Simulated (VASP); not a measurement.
Input of a VASP 6.6.1 run:

The input INCAR:

```
  ALGO = Normal
  EDIFF = 1E-6
  EDIFFG = -0.08
  ENCUT = 600
  GGA = PE
  IBRION = 2
  ISIF = 3
  ISMEAR = 0
  LASPH = True
  LCHARG = False
  LREAL = False
  LWAVE = False
  NELM = 80
  NSW = 36
  PREC = Accurate
  SIGMA = 0.2
```

Contents of KPOINTS:

```
k-points
0
Gamma
  3 3 3
```

Contents of POSCAR:

```
Cd7S
1.0
    0.0000000000      4.5000000000      4.5000000000
    4.5000000000      0.0000000000      4.5000000000
    4.5000000000      4.5000000000      0.0000000000
Cd S
7 1
Direct
    0.0000000000      0.5000000000      0.5000000000
    0.5000000000      0.5000000000      0.0000000000
    0.5000000000      0.0000000000      0.5000000000
    0.5000000000      0.0000000000      0.0000000000
    0.0000000000      0.5000000000      0.0000000000
    0.5000000000      0.5000000000      0.5000000000
    0.0000000000      0.0000000000      0.5000000000
    0.0000000000      0.0000000000      0.0000000000
```

Potentials or basis: VASP PAW PBE potentials, release 64 (Cd, S).

Launch:

```console
$ cat potpaw_PBE.64/Cd/POTCAR potpaw_PBE.64/S/POTCAR > POTCAR
$ mpirun -np 1 vasp_std > vasp.out
```

(1) Predict the relaxed cell.

(2) What does it give for the relaxed volume?

(3) Predict the band gap on the k mesh.

(4) Predict the space group after relaxing (to 0.05 Å).

## Answers

(1) a = 6.328 Å, b = 6.328 Å, c = 6.328 Å, α = 60.00°, β = 60.00°, γ = 60.00°.

(2) 22.40 Å³/atom.

(3) zero (band 45 reaches 2.82 eV, above the bottom of band 46 at 1.54 eV).

(4) Fm-3m (No. 225).

Caveat: the k points lie up to 0.41 Å⁻¹ apart in the final cell.
